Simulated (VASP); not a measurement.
# Si (I4_1/amd) in VASP: G0W0 quasiparticle levels with PBE

Aim: the G0W0 quasiparticle levels of Si with PBE.

All numbers are computed with VASP 6.6.1; they aren't measurements. Logs are shortened: lines on timing, memory, paths and dates and some standing lists are left out, and cuts for length are marked.

## Step 1: The cell of the first run

The structure is tetragonal, space group I4_1/amd (No. 141). The conventional cell has a = 3.811 Å, b = 3.811 Å, c = 5.483 Å, α = 90.00°, β = 90.00°, γ = 90.00°. Within 3.1 Å of Si (site symmetry -4m2) lie 4 Si at 2.35 Å.

## Step 2: G0W0 quasiparticle levels, PBE

Input file POSCAR:

```
Si
1.0
    0.0000000000      2.6948977067      2.7414422942
    2.6948977067      0.0000000000      2.7414422942
    2.6948977067      2.6948977067      0.0000000000
Si
2
Direct
    0.0000000000      0.0000000000      0.0000000000
    0.2500000000      0.2500000000      0.2500000000
```

Input file INCAR.step1:

```
ALGO = Normal ; EDIFF = 1E-8
ENCUT = 500 ; GGA = PE
ISMEAR = 0 ; LASPH = T
LCHARG = F ; LREAL = F
LWAVE = T ; NELM = 60
PREC = Accurate ; SIGMA = 0.01
```

Input file INCAR.step2:

```
ALGO = Exact ; EDIFF = 1E-8
ENCUT = 500 ; GGA = PE
ISMEAR = 0 ; ISTART = 1
LASPH = T ; LCHARG = F
LOPTICS = T ; LREAL = F
LWAVE = T ; NBANDS = 170
NELM = 1 ; PREC = Accurate
SIGMA = 0.01
```

Input file INCAR.step3:

```
ALGO = EVGW0 ; EDIFF = 1E-8
ENCUT = 500 ; ENCUTGW = 150.0
GGA = PE ; ISMEAR = 0
ISTART = 1 ; LASPH = T
LCHARG = F ; LREAL = F
LWAVE = F ; NBANDS = 170
NBANDSGW = 12 ; NELMGW = 1
NOMEGA = 96 ; OMEGAMAX = 20
PREC = Accurate ; PRECFOCK = Fast
SIGMA = 0.01
```

Input file KPOINTS:

```
k-points
0
Gamma
  4 4 4
```

Potentials or basis: VASP PAW PBE potentials, release 64 (Si_GW).

On the command line:

```console
$ cat potpaw_PBE.64/Si_GW/POTCAR > POTCAR
$ cp INCAR.step1 INCAR
$ mpirun -np 1 vasp_std > vasp.out
$ cp INCAR.step2 INCAR
$ mpirun -np 1 vasp_std > vasp.out
$ cp INCAR.step3 INCAR
$ mpirun -np 1 vasp_std > vasp.out
```

OUTCAR:

```text
EDIFF = 1E-8
   ENCUT = 500
   ENCUTGW = 150.0
   GGA = PE
   ISMEAR = 0
   ISTART = 1
   LASPH = T
   LREAL = F
   NELMGW = 1
   PREC = Accurate
   PRECFOCK = Fast

 ion  position               nearest neighbor table
   1  0.000  0.000  0.000-   2 2.35   2 2.35   2 2.35   2 2.35
   2  0.250  0.250  0.250-   1 2.35   1 2.35   1 2.35   1 2.35

  LATTYP: Found a body centered tetragonal cell.
 ALAT       =     3.8111608860
 C/A-ratio  =     1.4386389744

  Lattice vectors:

 A1 = (  -2.6948977067,   0.0000000000,   2.7414422942)
 A2 = (   2.6948977067,   0.0000000000,   2.7414422942)
 A3 = (   0.0000000000,   2.6948977067,  -2.7414422942)

Analysis of symmetry for initial positions (statically):
=====================================================================
 Subroutine PRICEL returns:
 Original cell was already a primitive cell.

 Routine SETGRP: Setting up the symmetry group for a
 body centered tetragonal supercell.

 Subroutine GETGRP returns: Found 16 space group operations
 (whereof  8 operations were pure point group operations)
 out of a pool of 16 trial point group operations.

The static configuration has the point symmetry D_2d.
 The point group associated with its full space group is D_4h.

Analysis of symmetry for dynamics (positions and initial velocities):
=====================================================================
 Subroutine PRICEL returns:
 Original cell was already a primitive cell.

 Routine SETGRP: Setting up the symmetry group for a
 body centered tetragonal supercell.

 Subroutine GETGRP returns: Found 16 space group operations
 (whereof  8 operations were pure point group operations)
 out of a pool of 16 trial point group operations.

The dynamic configuration has the point symmetry D_2d.
 The point group associated with its full space group is D_4h.

 Subroutine INISYM returns: Found 16 space group operations
 (whereof  8 operations are pure point group operations),
 and found     1 'primitive' translations

----------------------------------------------------------------------------------------

                                     Primitive cell

  volume of cell :      39.8193

  direct lattice vectors                    reciprocal lattice vectors
     0.000000000  2.694897707  2.741442294    -0.185535799  0.185535799  0.182385747
     2.694897707  0.000000000  2.741442294     0.185535799 -0.185535799  0.182385747
     2.694897707  2.694897707  0.000000000     0.185535799  0.185535799 -0.182385747

  length of vectors
     3.844213769  3.844213769  3.811160886     0.319549098  0.319549098  0.319549098

  position of ions in fractional coordinates (direct lattice)
     0.000000000  0.000000000  0.000000000
     0.250000000  0.250000000  0.250000000

  ion indices of the primitive-cell ions
   primitive index   ion index
                 1           1
                 2           2

----------------------------------------------------------------------------------------

 KPOINTS: k-points

Automatic generation of k-mesh.
 Grid dimensions read from file:
 generate k-points for:    4    4    4

 Generating k-lattice:

  Cartesian coordinates                     Fractional coordinates (reciprocal lattice)
    -0.046383950  0.046383950  0.045596437     0.250000000  0.000000000  0.000000000
     0.046383950 -0.046383950  0.045596437     0.000000000  0.250000000  0.000000000
     0.046383950  0.046383950 -0.045596437    -0.000000000 -0.000000000  0.250000000

  Length of vectors
     0.079887275  0.079887275  0.079887275

  Shift w.r.t. Gamma in fractional coordinates (k-lattice)
     0.000000000  0.000000000  0.000000000

 Subroutine IBZKPT returns following result:
 ===========================================

 Found     13 irreducible k-points:

 Following reciprocal coordinates:
            Coordinates               Weight
  0.000000  0.000000  0.000000      1.000000
  0.250000  0.000000  0.000000      8.000000
  0.500000  0.000000  0.000000      4.000000
  0.250000  0.250000  0.000000      2.000000
  0.500000  0.250000  0.000000      8.000000
 -0.250000  0.250000  0.000000      4.000000
  0.500000  0.500000  0.000000      1.000000
  0.250000  0.000000  0.250000      4.000000
  0.500000  0.000000  0.250000     16.000000
 -0.250000  0.000000  0.250000      8.000000
 -0.250000  0.500000  0.250000      4.000000
  0.500000  0.000000  0.500000      2.000000
 -0.250000  0.250000  0.500000      2.000000
   k-points           NKPTS =     13   k-points in BZ     NKDIM =     64   number of bands    NBANDS=    170
   number of dos      NEDOS =    301   number of ions     NIONS =      2
   total plane-waves  NPLWV =  21952
   dimension x,y,z NGX =    28 NGY =   28 NGZ =   28
   dimension x,y,z NGXF=    56 NGYF=   56 NGZF=   56
   ions per type =               2
   NGX,Y,Z   is equivalent  to a cutoff of  12.11, 12.11, 12.21 a.u.
   NGXF,Y,Z  is equivalent  to a cutoff of  24.22, 24.22, 24.43 a.u.
 SYSTEM =  unknown system
   PREC   = accura    normal or accurate (medium, high low for compatibility)
   ISTART =      1    job   : 0-new  1-cont  2-samecut
   ICHARG =      0    charge: 1-file 2-atom 10-const
   ISPIN  =      1    spin polarized calculation?
   LNONCOLLINEAR =      F non collinear calculations
   LSORBIT =      F    spin-orbit coupling
   LASPH  =      T    aspherical Exc in radial PAW
   ENCUT  =  500.0 eV  36.75 Ry    6.06 a.u.   7.01  7.01  6.95*2*pi/ulx,y,z
   NELM   =     60;   NELMIN=  2; NELMDL=  0     # of ELM steps
   EDIFF  = 0.1E-07   stopping-criterion for ELM
   LREAL  =      F    real-space projection
   EDIFFG = 0.1E-06   stopping-criterion for IOM
   NSW    =      0    number of steps for IOM
   IBRION =     -1    ionic relax: 0-MD 1-quasi-New 2-CG
   NFREE  =      0    steps in history (QN), initial steepest desc. (CG)
   ISIF   =      0    stress and relaxation
   ISYM   =      3    0-nonsym 1-usesym 2-fastsym
   POTIM  = 0.5000    time-step for ionic-motion
   TEBEG  =    0.0;   TEEND  =   0.0 temperature during run
   PSTRESS=    0.0 pullay stress
   NELECT =       8.0000    total number of electrons
   NUPDOWN=      -1.0000    fix difference up-down
   EMIN   =  10.00;   EMAX   =-10.00  energy-range for DOS
   EFERMI =   0.00;   METHOD = LEGACY
   ISMEAR =     0;   SIGMA  =   0.01  broadening in eV -4-tet -1-fermi 0-gaus
   EFERMI_NEDOS =   21; number of points for ismear=-14 and -15
   IALGO  =     38    algorithm
   IMIX   =      4    mixing-type and parameters
     AMIX     =   0.40;   BMIX     =  1.00
     AMIX_MAG =   1.60;   BMIX_MAG =  1.00
  volume/ion in A,a.u.               =      19.91       134.36
  Fermi-wavevector in a.u.,A,eV,Ry     =   0.958827  1.811920 12.508506  0.919349
  Thomas-Fermi vector in A             =   2.087969
   LORBIT       =      0    0 simple, 1 ext, 2 COOP (PROOUT), +10 PAW based schemes
   GGA     = PE    functional components
   LHFCALC =     T    Hartree Fock is set to
   PRECFOCK=fast      Normal, Fast or Accurate (Low or Medium for compatibility)
   ENCUT4O =  -1.0   cutoff for four orbital integrals eV
   NKREDX  =     1    reduce k-point grid by
   NKREDY  =     1    reduce k-point grid by
   NKREDZ  =     1    reduce k-point grid by
   AEXX    =    1.0000 exact exchange contribution
   HFSCREEN=    0.0000 screening length (either q_TF or 0.3 A-1)
   HFSCREENC=   0.0000 screening length for correlation (either q_TF or 0.3 A-1)
   ENCUTFOCK=  -1.0 apply spherical cutoff to Coloumb kernel
   IVDW    =     0    specifies the selected vdW correction
   LEPSILON=     F    determine dielectric tensor
   LRPA    =     F    only Hartree local field effects (RPA)
   LRPAFORCE           =     F    calculate RPA forces
   ENCUTGW             = 150.0    cutoff for response function in eV
   ENCUTGWSOFT         = 120.0    soft cutoff for Coulomb kernel in GW response function in eV
   ENCUTLF             =  -1.0    cutoff for local field effects
   NELMGW              =     1    number of iterations in solving QP/BSE equation
   NELMHF              =     1    number of iterations in the inner HF iteration
   NKREDLFX            =     1    NKREDLFY  =   1   NKREDLFZ  =   1
 non-spin polarized calculation
 Gauss-broadening in eV      SIGMA  =   0.01
  energy-cutoff  :      500.00
  volume of cell :       39.82
 maximum number of plane-waves:      1018
  NGX = 16; NGY = 16; NGZ = 16
   NGX = 13   NGY = 13   NGZ = 13
 maximum number of plane-waves:       174

 QP shifts <psi_nk| G(iteration)W_0 |psi_nk>: iteration 1
 for sc-GW calculations column KS-energies equals QP-energies in previous step
 and V_xc(KS)=  KS-energies - (<T + V_ion + V_H > + <T+V_H+V_ion>^1  + <V_x>^1)

 k-point   1 :       0.0000    0.0000    0.0000
  band No.  KS-energies  QP-energies   sigma(KS)   V_xc(KS)     V^pw_x(r,r')   Z            occupation Imag(sigma)

      1      -6.4478      -6.9116     -11.1369     -10.4658     -17.5196       0.6911       2.0000       1.1636
      2       5.4796       4.9387     -12.1689     -11.4554     -13.0928       0.7580       2.0000       0.0315
      3       5.6029       5.0613     -12.1380     -11.4260     -13.0356       0.7606       2.0000       0.0298
      4       5.6029       5.0613     -12.1380     -11.4260     -13.0356       0.7606       2.0000       0.0298
      5       8.0883       8.1902      -9.9858     -10.1205      -5.5957       0.7565       0.0000      -0.0654
      6       8.0883       8.1902      -9.9858     -10.1205      -5.5957       0.7565       0.0000      -0.0654
      7       8.1505       8.2493      -9.9798     -10.1100      -5.5765       0.7586       0.0000      -0.0651
      8       8.9845       9.2019     -10.7647     -11.0559      -5.8173       0.7469       0.0000      -0.0864
      9      13.1092      13.2578      -9.8160     -10.0139      -4.2382       0.7511       0.0000      -0.1971
     10      13.4243      13.5773      -9.8390     -10.0435      -4.1857       0.7483       0.0000      -0.2210
     11      13.5387      13.2786      -8.0966      -7.7605      -2.6123       0.7739       0.0000      -0.2801
     12      16.4883      16.2770      -8.5904      -8.3067      -2.2612       0.7451       0.0000      -0.5644

 k-point   2 :       0.2500    0.0000    0.0000
  band No.  KS-energies  QP-energies   sigma(KS)   V_xc(KS)     V^pw_x(r,r')   Z            occupation Imag(sigma)
[... 177 lines left out ...]
      1      -2.0888      -2.5631     -11.6996     -11.0114     -16.0985       0.6892       2.0000       0.4662
      2      -2.0888      -2.5631     -11.6996     -11.0114     -16.0985       0.6892       2.0000       0.4662
      3       1.6770       1.0936     -10.8465     -10.0512     -12.9552       0.7335       2.0000       0.0893
      4       1.6770       1.0936     -10.8465     -10.0512     -12.9552       0.7335       2.0000       0.0893
      5       9.6900       9.6513      -9.6321      -9.5810      -4.9235       0.7579       0.0000      -0.0950
      6       9.6900       9.6513      -9.6321      -9.5810      -4.9235       0.7579       0.0000      -0.0950
      7      10.4117      10.5199      -9.9604     -10.1048      -4.6997       0.7491       0.0000      -0.1416
      8      10.4117      10.5199      -9.9604     -10.1048      -4.6997       0.7491       0.0000      -0.1416
      9      16.3819      16.4380     -10.6539     -10.7312      -3.8610       0.7259       0.0000      -0.5544
     10      16.3819      16.4380     -10.6539     -10.7312      -3.8610       0.7259       0.0000      -0.5544
     11      18.8476      18.9149     -10.3954     -10.4869      -3.3812       0.7364       0.0000      -0.7538
     12      18.8476      18.9149     -10.3954     -10.4869      -3.3812       0.7364       0.0000      -0.7538
```

It took 1.8 min on 1 thread of Intel Xeon 6975P-C (Granite Rapids), shared host; peak memory 0.44 GiB.

Results:

```yaml
Quasiparticle_gap: 1.10 eV
Least_direct_quasiparticle_gap: 3.13 eV
Band_gap_of_the_starting_levels_on_the_mesh: 0.59 eV
Least_direct_gap_of_the_starting_levels_on_the_mesh: 2.49 eV
```

Caveat: the k points lie up to 0.50 Å⁻¹ apart; bands, screening cutoff and mesh are small and nothing is extrapolated, so the quasiparticle values aren't converged.
